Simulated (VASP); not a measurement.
# Ir (I4/mmm) in VASP: notebook, part 2 of 2

VASP 6.6.1. The steps go on from the part before.

### Step 3. Single point, PBEsol (strain -0.040 along x and y, +0.040 along z)

Input file INCAR:

```
SYSTEM = Ir
  PREC = Accurate
  ENCUT = 520
  EDIFF = 1E-6
  ISMEAR = 0
  SIGMA = 0.15
  LREAL = .FALSE.
  LASPH = .TRUE.
  NELM = 60
  ALGO = Normal
  ISIF = 2
  LWAVE = .FALSE.
  LCHARG = .TRUE.
  GGA = PS
  LELF = .TRUE.
  LVHAR = .TRUE.
  NBANDS = 10
```

Input file KPOINTS:

```
Automatic mesh
0
G
  22 22 22
  0 0 0
```

Input file POSCAR:

```
Ir
1.0
    0.0000000000      1.8429120000      1.9964880000
    1.8429120000      0.0000000000      1.9964880000
    1.8429120000      1.8429120000      0.0000000000
Ir
1
Direct
    0.0000000000      0.0000000000      0.0000000000
```

Potentials or basis: VASP PAW PBE potentials, release 64 (Ir).

Started as:

```sh
$ cat potpaw_PBE.64/Ir/POTCAR > POTCAR
$ mpirun -np 1 vasp_std > vasp.out
```

OUTCAR:

```text
SYSTEM = Ir
   PREC = Accurate
   ENCUT = 520
   EDIFF = 1E-6
   ISMEAR = 0
   LREAL = .FALSE.
   LASPH = .TRUE.
   NELM = 60
   ISIF = 2
   GGA = PS

 ion  position               nearest neighbor table
   1  0.000  0.000  0.000-

  LATTYP: Found a body centered tetragonal cell.
 ALAT       =     2.6062711447
 C/A-ratio  =     1.5320646926

  Lattice vectors:

 A1 = (  -1.8429120000,   0.0000000000,   1.9964880000)
 A2 = (   1.8429120000,   0.0000000000,   1.9964880000)
 A3 = (   0.0000000000,   1.8429120000,  -1.9964880000)

[... 482 lines left out ...]
      3       7.3840      2.00000
      4       9.5815      2.00000
      5      11.5905      0.00000
      6      12.6914      0.00000
      7      18.8667      0.00000
      8      24.8029      0.00000
      9      30.4706      0.00000
     10      32.0729      0.00000

 [... further k-points ...]
[... 5 lines left out ...]
  --------------------------------------------------------------------------------------
  -------------------------------------------------------------------------------------
  Total        2.5137752      2.5137752     -0.4279774      0.0000000      0.0000000     -0.0000000
  in kB      296.9826805    296.9826805    -50.5621528      0.0000000      0.0000000     -0.0000000
  external PRESSURE =     181.1344028 kB  Pullay stress =       0.0000000 kB

 VOLUME and BASIS-vectors are now :
 -----------------------------------------------------------------------------
  energy-cutoff  :      520.00
  volume of cell :       13.56
      direct lattice vectors                 reciprocal lattice vectors
     0.000000000  1.842912000  1.996488000    -0.271309753  0.271309753  0.250439772
     1.842912000  0.000000000  1.996488000     0.271309753 -0.271309753  0.250439772
     1.842912000  1.842912000  0.000000000     0.271309753  0.271309753 -0.250439772

 POSITION                                       TOTAL-FORCE (eV/Angst)
 -----------------------------------------------------------------------------------
      0.00000      0.00000      0.00000         0.000000      0.000000      0.000000
 -----------------------------------------------------------------------------------
    total drift:                                0.000000      0.000000     -0.000000

  FREE ENERGIE OF THE ION-ELECTRON SYSTEM (eV)
  ---------------------------------------------------
  free  energy   TOTEN  =        -9.7174060720 eV

  energy  without entropy=       -9.7065623352  energy(sigma->0) =       -9.71198420
```

OSZICAR:

```text
N       E                     dE             d eps       ncg     rms          rms(c)
DAV:   1     0.473574600585E+02    0.47357E+02   -0.44008E+03 16848   0.826E+02
DAV:   2    -0.945098540156E+01   -0.56808E+02   -0.53915E+02 17098   0.199E+02
DAV:   3    -0.103100432954E+02   -0.85906E+00   -0.85519E+00 19294   0.294E+01
DAV:   4    -0.103179549840E+02   -0.79117E-02   -0.79102E-02 19018   0.264E+00
DAV:   5    -0.103181065556E+02   -0.15157E-03   -0.15157E-03 19240   0.348E-01    0.178E+01
DAV:   6    -0.982537663750E+01    0.49273E+00   -0.79755E-01 18810   0.110E+01    0.739E+00
DAV:   7    -0.972467848560E+01    0.10070E+00   -0.27876E-01 20348   0.591E+00    0.150E+00
DAV:   8    -0.972200259163E+01    0.26759E-02   -0.19739E-03 18110   0.472E-01    0.117E+00
DAV:   9    -0.971741375609E+01    0.45888E-02   -0.26153E-03 18398   0.749E-01    0.398E-02
DAV:  10    -0.971740441536E+01    0.93407E-05   -0.15878E-05 24534   0.429E-02    0.137E-02
DAV:  11    -0.971740607187E+01   -0.16565E-05   -0.11538E-06 15996   0.675E-03    0.140E-03
DAV:  12    -0.971740607201E+01   -0.14631E-09   -0.27160E-08  8980   0.184E-03
   1 F= -.97174061E+01 E0= -.97119842E+01  d E =-.108437E-01
```

stdout:

```text
POSCAR found type information on POSCAR Ir
 POSCAR found :  1 types and       1 ions
 scaLAPACK will be used
 -----------------------------------------------------------------------------
|                                                                             |
|                                                                             |
|     You enforced a specific xc type in the INCAR file but a different       |
|     I HOPE YOU KNOW WHAT YOU ARE DOING!                                     |
|                                                                             |
 -----------------------------------------------------------------------------

 LDA part: xc-table for (Slater+PW92), standard interpolation
 POSCAR, INCAR and KPOINTS ok, starting setup
 FFT: planning ... GRIDC
 FFT: planning ... GRID_SOFT
 FFT: planning ... GRID
 WAVECAR not read
 entering main loop
```

Run time: 56 s. Hardware: 1 thread of Intel Xeon Platinum 8375C at 2.90GHz (Ice Lake), shared host; peak memory 0.23 GiB.

What came out:

| Quantity | Value |
| --- | --- |
| Free energy | -9.7174 eV |
| Pressure | 18.1 GPa |

Stress tensor (GPa, compression positive):
```
29.70  0.00  0.00
 0.00 29.70  0.00
 0.00  0.00 -5.06
```

Caveat: the cell differs from its parent crystal (strain -0.040 along x and y, +0.040 along z); the PAW data sets were made with another functional, which shifts forces and pressure a little; spin-orbit coupling is left out, which moves the levels of the heavy elements.

### Step 4. Single point, PBEsol (strain +0.000 along x and y, +0.040 along z)

Input file INCAR:

```
SYSTEM = Ir
PREC = Accurate
ENCUT = 520
EDIFF = 1E-6
ISMEAR = 0
SIGMA = 0.15
LREAL = .False.
LASPH = .True.
NELM = 60
ALGO = Normal
ISIF = 2
LWAVE = .False.
LCHARG = .True.
GGA = PS
LELF = .True.
LVHAR = .True.
NBANDS = 10
```

Input file KPOINTS:

```
Automatic mesh
0
Gamma
  22 22 22
  0 0 0
```

Input file POSCAR:

```
Ir
1.0
    0.0000000000      1.9197000000      1.9964880000
    1.9197000000      0.0000000000      1.9964880000
    1.9197000000      1.9197000000      0.0000000000
Ir
1
Direct
    0.0000000000      0.0000000000      0.0000000000
```

Potentials or basis: VASP PAW PBE potentials, release 64 (Ir).

Started as:

```sh
$ cat potpaw_PBE.64/Ir/POTCAR > POTCAR
$ mpirun -np 1 vasp_std > vasp.out
```

OUTCAR:

```text
SYSTEM = Ir
   PREC = Accurate
   ENCUT = 520
   EDIFF = 1E-6
   ISMEAR = 0
   LREAL = .False.
   LASPH = .True.
   NELM = 60
   ISIF = 2
   GGA = PS

 ion  position               nearest neighbor table
   1  0.000  0.000  0.000-

  LATTYP: Found a body centered tetragonal cell.
 ALAT       =     2.7148657757
 C/A-ratio  =     1.4707821049

  Lattice vectors:

 A1 = (  -1.9197000000,   0.0000000000,   1.9964880000)
 A2 = (   1.9197000000,   0.0000000000,   1.9964880000)
 A3 = (   0.0000000000,   1.9197000000,  -1.9964880000)

[... 483 lines left out ...]
      3       6.1362      2.00000
      4       8.3615      2.00000
      5      10.1716      0.00000
      6      10.9639      0.00000
      7      16.5774      0.00000
      8      23.6108      0.00000
      9      28.4413      0.00000
     10      29.5420      0.00000

 [... further k-points ...]
[... 5 lines left out ...]
  --------------------------------------------------------------------------------------
  -------------------------------------------------------------------------------------
  Total       -0.9496567     -0.9496567     -2.1737671      0.0000000      0.0000000      0.0000000
  in kB     -103.3983926   -103.3983926   -236.6792392      0.0000000      0.0000000      0.0000000
  external PRESSURE =    -147.8253415 kB  Pullay stress =       0.0000000 kB

 VOLUME and BASIS-vectors are now :
 -----------------------------------------------------------------------------
  energy-cutoff  :      520.00
  volume of cell :       14.72
      direct lattice vectors                 reciprocal lattice vectors
     0.000000000  1.919700000  1.996488000    -0.260457363  0.260457363  0.250439772
     1.919700000  0.000000000  1.996488000     0.260457363 -0.260457363  0.250439772
     1.919700000  1.919700000  0.000000000     0.260457363  0.260457363 -0.250439772

 POSITION                                       TOTAL-FORCE (eV/Angst)
 -----------------------------------------------------------------------------------
      0.00000      0.00000      0.00000         0.000000     -0.000000      0.000000
 -----------------------------------------------------------------------------------
    total drift:                               -0.000000      0.000000     -0.000000

  FREE ENERGIE OF THE ION-ELECTRON SYSTEM (eV)
  ---------------------------------------------------
  free  energy   TOTEN  =        -9.7753339950 eV

  energy  without entropy=       -9.7625039204  energy(sigma->0) =       -9.76891896
```

stdout:

```text
POSCAR found type information on POSCAR Ir
 POSCAR found :  1 types and       1 ions
 scaLAPACK will be used
 -----------------------------------------------------------------------------
|                                                                             |
|                                                                             |
|     You enforced a specific xc type in the INCAR file but a different       |
|     I HOPE YOU KNOW WHAT YOU ARE DOING!                                     |
|                                                                             |
 -----------------------------------------------------------------------------

 LDA part: xc-table for (Slater+PW92), standard interpolation
 POSCAR, INCAR and KPOINTS ok, starting setup
 FFT: planning ... GRIDC
 FFT: planning ... GRID_SOFT
 FFT: planning ... GRID
 WAVECAR not read
 entering main loop
```

Run time: 63 s. Hardware: 1 thread of Intel Xeon Platinum 8375C at 2.90GHz (Ice Lake), shared host; peak memory 0.24 GiB.

What came out:

- Free energy: -9.7753 eV
- Pressure: -14.8 GPa

Levels at points of the mesh, in eV from the Fermi level:
```
           k point  band 1  band 2  band 3  band 4  band 5  band 6  band 7  band 8  band 9
(0.00, 0.00, 0.00)  -10.74   -3.97   -3.47   -3.47   -1.43   -0.77   14.45   19.01   20.15
(0.50, 0.00, 0.00)   -7.70   -3.98   -3.47   -0.68    0.74    0.99    6.88   13.90   19.15
(0.50, 0.50, 0.00)   -7.51   -6.89    0.89    1.17    1.37    1.37    9.28   11.99   11.99
(0.50, 0.00, 0.50)   -7.45   -6.91    0.80    1.16    1.66    1.96   10.32   11.09   11.47
```

Caveat: the cell differs from its parent crystal (strain +0.000 along x and y, +0.040 along z); the PAW data sets were made with another functional, which shifts forces and pressure a little; spin-orbit coupling is left out, which moves the levels of the heavy elements.

### Step 5. The runs side by side

```csv
cell,gap on the mesh (eV),pressure (GPa)
"a = 2.661, b = 2.661, c = 2.715 Å, angles 59.3, 59.3, 61.3°, 1 atom",none,16.0
"a = 2.717, b = 2.717, c = 2.606 Å, angles 61.3, 61.3, 57.3°, 1 atom",none,18.1
"a = 2.770, b = 2.770, c = 2.715 Å, angles 60.7, 60.7, 58.7°, 1 atom",none,-14.8
```

Alike in all rows: task single point; level PBEsol; potentials or basis VASP PAW PBE potentials, release 64 (Ir); no spin polarisation; k mesh 22 × 22 × 22; cutoff (eV) 520; smearing gaussian 0.15 eV.

Caveats: the PAW data sets were made with another functional, which shifts forces and pressure a little; spin-orbit coupling is left out, which moves the levels of the heavy elements.

Total energies depend on the potentials used, so only differences within one code and one set of settings carry meaning.
